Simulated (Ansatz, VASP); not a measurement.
## One calculation of C, two programs

```xyz
2
Lattice="1.2225 0.7058 3.3060 -1.2225 0.7058 3.3060 0.0000 -1.4116 3.3060" Properties=species:S:1:pos:R:3 pbc="T T T"
C     0.0000    0.0000    1.6521
C     0.0000    0.0000    8.2659
```

Alike in both runs: functional LDA; k mesh 12 × 12 × 12; occupations gaussian, width 0.02 eV; no spin polarisation.

Ansatz relaxed the structure, and its values are those at the end. VASP's run is a single point on that final structure, the one shown.

|  | VASP | Ansatz |
| --- | --- | --- |
| version | VASP 6.6.1 | Ansatz 0.2.0 |
| potentials or method | VASP PAW LDA potentials, release 64 (C), cutoff 520 eV | scalar-relativistic, plane waves, PAW |
| valence electrons in the cell | 8 | 8 |

Ansatz gave:

- gap on the k mesh at the Fermi level (eV): 0.72
- least direct gap on the mesh (eV): 0.72
- pressure (GPa): 0.0

Question: What did VASP give for the same quantities?

Answer: gap on the k mesh at the Fermi level (eV): 0.73; least direct gap on the mesh (eV): 0.73; pressure (GPa): 0.8.

LDA's correlation is that of Perdew and Zunger in VASP and of Perdew and Wang (1992) in Ansatz.
